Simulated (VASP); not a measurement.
# O (Im-3m) in VASP: further runs

Runs on O. Level: PBE. Tasks: single point.

Program: VASP 6.6.1. These are calculated values, not measurements. Logs are shortened: lines on timing, memory, paths and dates and some standing lists are left out, and cuts for length are marked.

## Step 1: The cell of the first run

It takes space group Im-3m (No. 229, cubic). The conventional cell has a = 2.394 Å, b = 2.394 Å, c = 2.394 Å, α = 90.00°, β = 90.00°, γ = 90.00°. Within 2.7 Å of O (site symmetry m-3m) lie 14 O at 2.07 to 2.39 Å.

## Step 2: Single point, PBE

INCAR reads:

```
SYSTEM = O
ALGO = Normal
EDIFF = 1E-6
ENCUT = 520
GGA = PE
ISIF = 2
ISMEAR = -1
LASPH = .True.
LCHARG = .False.
LREAL = .False.
LWAVE = .False.
NBANDS = 9
NELM = 80
PREC = Accurate
SIGMA = 0.05
```

KPOINTS reads:

```
k-points
0
Gamma
  20 20 20
  0 0 0
```

POSCAR reads:

```
O
1.0
   -1.1970799084      1.1970799084      1.1970799084
    1.1970799084     -1.1970799084      1.1970799084
    1.1970799084      1.1970799084     -1.1970799084
O
1
Direct
    0.0000000000      0.0000000000      0.0000000000
```

Potentials or basis: VASP PAW PBE potentials, release 64 (O).

Started as:

```bash
> cat potpaw_PBE.64/O/POTCAR > POTCAR
> mpirun -np 1 vasp_std > vasp.out
```

OUTCAR:

```text
SYSTEM = O
   EDIFF = 1E-6
   ENCUT = 520
   GGA = PE
   ISIF = 2
   ISMEAR = -1
   LASPH = .True.
   LREAL = .False.
   NELM = 80
   PREC = Accurate

 ion  position               nearest neighbor table
   1  0.000  0.000  0.000-

  LATTYP: Found a body centered cubic cell.
 ALAT       =     2.3941598168

  Lattice vectors:

 A1 = (  -1.1970799084,   1.1970799084,   1.1970799084)
 A2 = (   1.1970799084,  -1.1970799084,   1.1970799084)
 A3 = (   1.1970799084,   1.1970799084,  -1.1970799084)

Analysis of symmetry for initial positions (statically):
=====================================================================
 Subroutine PRICEL returns:
 Original cell was already a primitive cell.

 Routine SETGRP: Setting up the symmetry group for a
 body centered cubic supercell.

 Subroutine GETGRP returns: Found 48 space group operations
 (whereof 48 operations were pure point group operations)
 out of a pool of 48 trial point group operations.

The static configuration has the point symmetry O_h .

Analysis of symmetry for dynamics (positions and initial velocities):
=====================================================================
 Subroutine PRICEL returns:
 Original cell was already a primitive cell.

 Routine SETGRP: Setting up the symmetry group for a
 body centered cubic supercell.

 Subroutine GETGRP returns: Found 48 space group operations
 (whereof 48 operations were pure point group operations)
 out of a pool of 48 trial point group operations.

The dynamic configuration has the point symmetry O_h .

 Subroutine INISYM returns: Found 48 space group operations
 (whereof 48 operations are pure point group operations),
 and found     1 'primitive' translations

----------------------------------------------------------------------------------------

                                     Primitive cell

  volume of cell :       6.8617

  direct lattice vectors                    reciprocal lattice vectors
    -1.197079908  1.197079908  1.197079908     0.000000000  0.417683061  0.417683061
     1.197079908 -1.197079908  1.197079908     0.417683061  0.000000000  0.417683061
     1.197079908  1.197079908 -1.197079908     0.417683061  0.417683061  0.000000000

  length of vectors
     2.073403222  2.073403222  2.073403222     0.590693049  0.590693049  0.590693049

  position of ions in fractional coordinates (direct lattice)
     0.000000000  0.000000000  0.000000000

  ion indices of the primitive-cell ions
   primitive index   ion index
                 1           1

----------------------------------------------------------------------------------------

 KPOINTS: k-points

Automatic generation of k-mesh.
 Grid dimensions read from file:
 generate k-points for:   20   20   20

 Generating k-lattice:

  Cartesian coordinates                     Fractional coordinates (reciprocal lattice)
     0.000000000  0.020884153  0.020884153     0.050000000  0.000000000  0.000000000
     0.020884153  0.000000000  0.020884153     0.000000000  0.050000000  0.000000000
     0.020884153  0.020884153  0.000000000     0.000000000  0.000000000  0.050000000

  Length of vectors
     0.029534652  0.029534652  0.029534652

  Shift w.r.t. Gamma in fractional coordinates (k-lattice)
     0.000000000  0.000000000  0.000000000

 Subroutine IBZKPT returns following result:
 ===========================================

 Found    256 irreducible k-points:

 Following reciprocal coordinates:
            Coordinates               Weight
  0.000000  0.000000  0.000000      1.000000
  0.050000  0.000000  0.000000     12.000000
  0.100000  0.000000  0.000000     12.000000
  0.150000  0.000000  0.000000     12.000000
  0.200000  0.000000  0.000000     12.000000
  0.250000  0.000000  0.000000     12.000000
[... 16 lines left out ...]
  0.200000  0.100000  0.000000     48.000000
  0.250000  0.100000  0.000000     48.000000
 [... further k-points ...]
   k-points           NKPTS =    256   k-points in BZ     NKDIM =    256   number of bands    NBANDS=      9
   number of dos      NEDOS =    301   number of ions     NIONS =      1
   total plane-waves  NPLWV =   4096
   dimension x,y,z NGX =    16 NGY =   16 NGZ =   16
   dimension x,y,z NGXF=    32 NGYF=   32 NGZF=   32
   ions per type =               1
   NGX,Y,Z   is equivalent  to a cutoff of  12.83, 12.83, 12.83 a.u.
   NGXF,Y,Z  is equivalent  to a cutoff of  25.66, 25.66, 25.66 a.u.
 SYSTEM =  O
   PREC   = accura    normal or accurate (medium, high low for compatibility)
   ISTART =      0    job   : 0-new  1-cont  2-samecut
   ICHARG =      2    charge: 1-file 2-atom 10-const
   ISPIN  =      1    spin polarized calculation?
   LNONCOLLINEAR =      F non collinear calculations
   LSORBIT =      F    spin-orbit coupling
   LASPH  =      T    aspherical Exc in radial PAW
   ENCUT  =  520.0 eV  38.22 Ry    6.18 a.u.   3.86  3.86  3.86*2*pi/ulx,y,z
   NELM   =     80;   NELMIN=  2; NELMDL= -5     # of ELM steps
   EDIFF  = 0.1E-05   stopping-criterion for ELM
   LREAL  =      F    real-space projection
   EDIFFG = 0.1E-04   stopping-criterion for IOM
   NSW    =      0    number of steps for IOM
   IBRION =     -1    ionic relax: 0-MD 1-quasi-New 2-CG
   NFREE  =      0    steps in history (QN), initial steepest desc. (CG)
   ISIF   =      2    stress and relaxation
   ISYM   =      2    0-nonsym 1-usesym 2-fastsym
   POTIM  = 0.5000    time-step for ionic-motion
   TEBEG  =    0.0;   TEEND  =   0.0 temperature during run
   PSTRESS=    0.0 pullay stress
   NELECT =       6.0000    total number of electrons
   NUPDOWN=      -1.0000    fix difference up-down
   EMIN   =  10.00;   EMAX   =-10.00  energy-range for DOS
   EFERMI =   0.00;   METHOD = LEGACY
   ISMEAR =    -1;   SIGMA  =   0.05  broadening in eV -4-tet -1-fermi 0-gaus
   EFERMI_NEDOS =   21; number of points for ismear=-14 and -15
   IALGO  =     38    algorithm
   IMIX   =      4    mixing-type and parameters
     AMIX     =   0.40;   BMIX     =  1.00
     AMIX_MAG =   1.60;   BMIX_MAG =  1.00
  volume/ion in A,a.u.               =       6.86        46.30
  Fermi-wavevector in a.u.,A,eV,Ry     =   1.565485  2.958337 33.344366  2.450742
  Thomas-Fermi vector in A             =   2.667954
   LORBIT       =      0    0 simple, 1 ext, 2 COOP (PROOUT), +10 PAW based schemes
   GGA     = PE    functional components
   LHFCALC =     F    Hartree Fock is set to
   AEXX    =    0.0000 exact exchange contribution
   IVDW    =     0    specifies the selected vdW correction
   LEPSILON=     F    determine dielectric tensor
   LRPA    =     F    only Hartree local field effects (RPA)
 non-spin polarized calculation
  energy-cutoff  :      520.00
  volume of cell :        6.86
 maximum number of plane-waves:       196
   NGX =  7   NGY =  7   NGZ =  7

 number of electron       5.9999997 magnetization

 Free energy of the ion-electron system (eV)
  ---------------------------------------------------
  ext. energy  EPLUGINS =         0.00000000
  ---------------------------------------------------
  free energy    TOTEN  =        -2.41296253 eV

  energy without entropy =       -2.40739534  energy(sigma->0) =       -2.41017893

 E-fermi :   3.9731     XC(G=0): -12.9560

 val. band max:        3.9724997460   @ k =   0.3000   0.0500   0.0500
 cond. band min:       3.9936016013   @ k =   0.2000   0.1000   0.1000
 fundamental gap:      0.0211018553
 Fermi energy:         3.9731165328

 k-point     1 :       0.0000    0.0000    0.0000
  band No.  band energies     occupation
      1     -18.9120      2.00000
      2       6.2247      0.00000
      3       6.2247      0.00000
      4       6.2247      0.00000
      5      25.1750      0.00000
      6      42.0036      0.00000
      7      42.0036      0.00000
      8      42.0036      0.00000
      9      46.2341      0.00000

 k-point     2 :       0.0500    0.0000    0.0000
  band No.  band energies     occupation
      1     -18.8215      2.00000
      2       6.0010      0.00000
      3       6.1557      0.00000
      4       6.2139      0.00000
      5      25.3172      0.00000
      6      41.1542      0.00000
      7      41.2480      0.00000
      8      42.2692      0.00000
      9      44.8484      0.00000

 k-point     3 :       0.1000    0.0000    0.0000
  band No.  band energies     occupation
      1     -18.5503      2.00000
      2       5.3576      0.00000
      3       5.9600      0.00000
      4       6.1834      0.00000
      5      25.7084      0.00000
      6      38.7457      0.00000
      7      39.6934      0.00000
      8      43.0536      0.00000
      9      44.4249      0.00000

 k-point     4 :       0.1500    0.0000    0.0000
  band No.  band energies     occupation
      1     -18.1046      2.00000
      2       4.3613      0.00085
      3       5.6642      0.00000
      4       6.1354      0.00000
      5      26.2484      0.00000
      6      36.1356      0.00000
      7      38.0320      0.00000
      8      43.5554      0.00000
      9      44.3176      0.00000
[... 205 lines left out ...]
 k-point    22 :       0.1500    0.1000   -0.0000
  band No.  band energies     occupation
      1     -17.2399      2.00000
      2       2.7725      2.00000
      3       5.1595      0.00000
      4       5.8232      0.00000
      5      27.1010      0.00000
      6      33.4197      0.00000
      7      35.4152      0.00000
      8      42.9672      0.00000
      9      46.5024      0.00000

 k-point    23 :       0.2000    0.1000    0.0000
  band No.  band energies     occupation
      1     -16.4975      2.00000
      2       1.4953      2.00000
      3       4.6791      0.00000
      4       5.7228      0.00000
      5      27.4515      0.00000
      6      31.9728      0.00000
      7      34.3483      0.00000
      8      43.0191      0.00000
      9      48.1731      0.00000

 k-point    24 :       0.2500    0.1000    0.0000
  band No.  band energies     occupation
      1     -15.6463      2.00000
      2       0.1210      2.00000
      3       4.2123      0.01660
      4       5.6281      0.00000
      5      27.3183      0.00000
      6      31.3286      0.00000
      7      33.4893      0.00000
      8      43.1800      0.00000
      9      49.7540      0.00000

 [... further k-points ...]

------------------------ aborting loop because EDIFF is reached ----------------------------------------

  FORCE on cell =-STRESS in cart. coord.  units (eV):
  Direction    XX          YY          ZZ          XY          YZ          ZX
  --------------------------------------------------------------------------------------
  -------------------------------------------------------------------------------------
  Total        1.0899160      1.0899160      1.0899160      0.0000000      0.0000000     -0.0000000
  in kB      254.4920439    254.4920439    254.4920439      0.0000000      0.0000000     -0.0000000
  external PRESSURE =     254.4920439 kB  Pullay stress =       0.0000000 kB

 VOLUME and BASIS-vectors are now :
 -----------------------------------------------------------------------------
  energy-cutoff  :      520.00
  volume of cell :        6.86
      direct lattice vectors                 reciprocal lattice vectors
    -1.197079908  1.197079908  1.197079908     0.000000000  0.417683061  0.417683061
     1.197079908 -1.197079908  1.197079908     0.417683061  0.000000000  0.417683061
     1.197079908  1.197079908 -1.197079908     0.417683061  0.417683061  0.000000000

 POSITION                                       TOTAL-FORCE (eV/Angst)
 -----------------------------------------------------------------------------------
      0.00000      0.00000      0.00000         0.000000     -0.000000      0.000000
 -----------------------------------------------------------------------------------
    total drift:                                0.000000      0.000000     -0.000000

  FREE ENERGIE OF THE ION-ELECTRON SYSTEM (eV)
  ---------------------------------------------------
  free  energy   TOTEN  =        -2.4129625253 eV

  energy  without entropy=       -2.4073953385  energy(sigma->0) =       -2.41017893
```

Run time: 5.6 s. Hardware: 1 thread of Intel Xeon 6975P-C (Granite Rapids), shared host; peak memory 0.12 GiB.

Results:

```yaml
Free_energy: -2.4130 eV
Pressure: 25.4 GPa
Band_gap_on_the_k_mesh: zero (band 3 reaches 6.22 eV, above the bottom of band 4 at 0.23 eV)
```

Levels at points of the mesh, in eV from the Fermi level:
```csv
k point,band 1,band 2,band 3,band 4,band 5,band 6,band 7
"(0.00, 0.00, 0.00)",-22.89,2.25,2.25,2.25,21.20,38.03,38.03
"(0.50, 0.00, 0.00)",-17.08,-7.96,-0.18,1.79,20.97,28.05,28.65
"(0.50, 0.50, 0.50)",-13.69,-3.51,-3.51,-3.51,17.52,17.52,39.17
```

## Step 3: Single point, PBE

INCAR reads:

```
SYSTEM = O
ALGO = Normal ; EDIFF = 1E-6
ENCUT = 520 ; GGA = PE
ISIF = 2 ; ISMEAR = -1
LASPH = .True. ; LCHARG = .False.
LREAL = .False. ; LWAVE = .False.
NBANDS = 9 ; NELM = 100
PREC = Accurate ; SIGMA = 0.05
```

KPOINTS is that of step 2.

POSCAR reads:

```
O
1.0
   -1.1968818022      1.1968818022      1.1968818022
    1.1968818022     -1.1968818022      1.1968818022
    1.1968818022      1.1968818022     -1.1968818022
O
1
Direct
    0.0000000000      0.0000000000      0.0000000000
```

Potentials or basis: VASP PAW PBE potentials, release 64 (O).

Started as:

```bash
> cat potpaw_PBE.64/O/POTCAR > POTCAR
> mpirun -np 1 vasp_std > vasp.out
```

Run time: 5 s. Hardware: 1 thread of Intel Xeon 6975P-C (Granite Rapids), shared host; peak memory 0.12 GiB.

Results (log left out):

* Free energy: -2.4124 eV
* Pressure: 25.6 GPa
* Band gap on the k mesh: zero (band 3 reaches 6.23 eV, above the bottom of band 4 at 0.24 eV)

Levels at points of the mesh, in eV from the Fermi level:
| k point | band 1 | band 2 | band 3 | band 4 | band 5 | band 6 | band 7 |
| --- | --- | --- | --- | --- | --- | --- | --- |
| (0.00, 0.00, 0.00) | -22.89 | 2.25 | 2.25 | 2.25 | 21.21 | 38.04 | 38.04 |
| (0.50, 0.00, 0.00) | -17.08 | -7.97 | -0.18 | 1.79 | 20.97 | 28.05 | 28.66 |
| (0.50, 0.50, 0.50) | -13.68 | -3.51 | -3.51 | -3.51 | 17.52 | 17.52 | 39.18 |
